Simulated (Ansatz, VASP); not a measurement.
## Two plane-wave programs on TiTe2

File INCAR:

```
ALGO     = Normal         # electronic algorithm
EDIFF    = 1E-6           # SCF threshold, eV
ENCUT    = 520            # plane-wave cutoff, eV
GGA      = PS             # functional
ISIF     = 2              # what is computed and relaxed
ISMEAR   = 0              # smearing method
LASPH    = True           # aspherical terms in the spheres
LCHARG   = True           # write CHGCAR
LELF     = True           # ELF
LREAL    = False          # projectors in reciprocal space
LVHAR    = True         
LWAVE    = False          # write WAVECAR
NBANDS   = 19             # bands
NELM     = 100            # most SCF steps
PREC     = Accurate       # precision mode
SIGMA    = 0.1            # smearing width, eV
```

File KPOINTS:

```
k-points
0
Gamma
  12 12 6
```

Contents of POSCAR:

```
TiTe2
1.0
    3.6318129735      0.0000000000      0.0000000000
   -1.8159064867      3.5070779627     -0.0936154109
    0.0000000000     -0.1859727600      6.5161944000
Ti Te
1 2
Direct
   -0.0279972449      0.0000000000      0.0000000000
    0.6928043340      0.3576114230      0.2601037643
    0.3351929109      0.6423885770      0.7398962357
```

Input for Ansatz:

```yaml
crystal:
  lattice:
    - [3.6318129735, 0.0, 0.0]
    - [-1.8159064867, 3.5070779627, -0.0936154109]
    - [0.0, -0.18597276, 6.5161944]
  atoms:
    - { symbol: Ti, position: [-0.0279972449, 0.0, 0.0] }
    - { symbol: Te, position: [0.692804334, 0.357611423, 0.2601037643] }
    - { symbol: Te, position: [0.3351929109, 0.642388577, 0.7398962357] }
basis:
  ecutwfc: 420
kpoints:
  mp_grid: { grid: [12, 12, 6] }
hamiltonian:
  xc: pbesol
scf:
  occupations: { method: gaussian, width: 0.1 }
output:
  forces: true
  stress: true
  eigenvalues: true
```

Alike in both runs: task single point; functional PBEsol; k mesh 12 × 12 × 6; occupations gaussian, width 0.1 eV; no spin polarisation.

```csv
,VASP,Ansatz
version,VASP 6.6.1,Ansatz 0.2.0
potentials or method,"VASP PAW PBE potentials, release 64 (Ti_sv, Te), cutoff 520 eV","scalar-relativistic, plane waves, PAW"
valence electrons in the cell,24,44
```

|  | VASP | Ansatz | Ansatz less VASP |
| --- | --- | --- | --- |
| gap on the k mesh at the Fermi level (eV) | none | none | - |
| pressure (GPa) | -2.4 | -2.4 | -0.03 |
| traceless stress, the component that is largest in VASP (GPa) | -3.41 | -3.39 | +0.015 |
| rms of the force components (eV/Å) | 0.260 | 0.258 | -0.0023 |

VASP's potentials were made for PBE, not for PBEsol. Atom by atom the forces differ by 0.009 eV/Å (rms over components). A gap of «none» marks a metal or a gap that the smearing closes. VASP's potentials hold 24 valence electrons a cell and Ansatz's 44, so a difference there can come from the potentials and not from the codes.

Spin-orbit coupling is off throughout.
